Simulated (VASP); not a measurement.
Input of a VASP 6.6.1 run:

The input INCAR:

```
ALGO = Normal
EDIFF = 1E-7
ENCUT = 520
GGA = PS
ISIF = 2
ISMEAR = 1
LASPH = True
LCHARG = False
LREAL = False
LWAVE = False
NBANDS = 35
NELM = 100
PREC = Accurate
SIGMA = 0.05
```

Contents of KPOINTS:

```
k-points
0
Gamma
  9 9 2
```

POSCAR

```
WS2
1.0
    3.1800000000      0.0000000000      0.0000000000
   -1.5900000000      2.7539607800      0.0000000000
    0.0000000000      0.0000000000     12.5000000000
W S
2 4
Direct
    0.3333333300      0.6666666700      0.2500000000
    0.6666666700      0.3333333300      0.7500000000
    0.3333333300      0.6666666700      0.6250000000
    0.6666666700      0.3333333300      0.1250000000
    0.3333333300      0.6666666700      0.8750000000
    0.6666666700      0.3333333300      0.3750000000
```

Potentials or basis: VASP PAW PBE potentials, release 64 (W_sv, S).

Run with:

```console
$ cat potpaw_PBE.64/W_sv/POTCAR potpaw_PBE.64/S/POTCAR > POTCAR
$ mpirun -np 1 vasp_std > vasp.out
```

Task: Estimate the band gap on the k mesh.

Result: 1.12 eV (least direct gap 1.73 eV).

Task: Predict the largest force.

Result: 0.132 eV/Å.

Task: Estimate the pressure.

Result: -2.6 GPa.

Forces on the atoms (eV/Å):
```
W    0.000  0.000  0.000
W    0.000  0.000  0.000
S    0.000  0.000  0.132
S    0.000  0.000  0.132
S    0.000  0.000 -0.132
S    0.000  0.000 -0.132
```

Caveat: the PAW data sets were made with another functional, which shifts forces and pressure a little; spin-orbit coupling is left out, which moves the levels of the heavy elements; an odd mesh through Γ misses points on the zone boundary, where band edges can lie; this functional lacks dispersion, which binds the layers, so the pressure and a relaxed spacing across them are unreliable. PBEsol gaps usually lie below the measured ones, often by a third to a half.
